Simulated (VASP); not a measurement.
TmB3Au, 10 atoms in the cell. Symmetry: Cmcm, No. 63, orthorhombic system. Conventional cell: a = 7.237 Å, b = 5.034 Å, c = 7.033 Å, α = 90.00°, β = 90.00°, γ = 90.00°. Within 2.8 Å of Tm (site symmetry m2m) lie 6 B at 2.04 to 2.70 Å and 2 Au at 2.30 Å. B (site symmetry 2) has 1 B at 1.77 Å and 1 Au at 1.84 Å within 2.4 Å. Within 2.4 Å of B (site symmetry 2/m) lie 2 B at 1.77 Å and 2 Tm at 2.04 Å. Within 2.4 Å of Au (site symmetry 2/m) lie 2 B at 1.84 Å and 2 Tm at 2.30 Å. The cell was generated, and may not be a known phase.

```yaml
Program: VASP 6.6.1
Task: relaxation of cell and atoms
Functional: PBE
Potentials_or_basis: VASP PAW PBE potentials, release 64 (Tm_3, B, Au), 4f in core
Cutoff: 500 eV
k_mesh: 4 × 4 × 3
Occupations: gaussian, width 0.2 eV
Spin: no spin polarisation
Dipole_correction: no
Further_INCAR_settings: ALGO = Normal; EDIFF = 1e-07; IBRION = 2; EDIFFG = -0.08; NSW = 36; ISIF = 3
```

Potentials or basis: VASP PAW PBE potentials, release 64 (Tm_3, B, Au), 4f in core.

The run is started by

```console
$ cat potpaw_PBE.64/Tm_3/POTCAR potpaw_PBE.64/B/POTCAR potpaw_PBE.64/Au/POTCAR > POTCAR
$ mpirun -np 1 vasp_std > vasp.out
```

Hardware: 1 thread of Intel(R) Xeon(R) Platinum 8488C (Sapphire Rapids), on a shared host.

Question: Estimate the wall time of this run.

Answer: It took 12 min on 1 thread of Intel(R) Xeon(R) Platinum 8488C (Sapphire Rapids), on a shared host, peak memory 0.26 GiB. Counts: scf iterations 193, k points 14, ion steps 20.
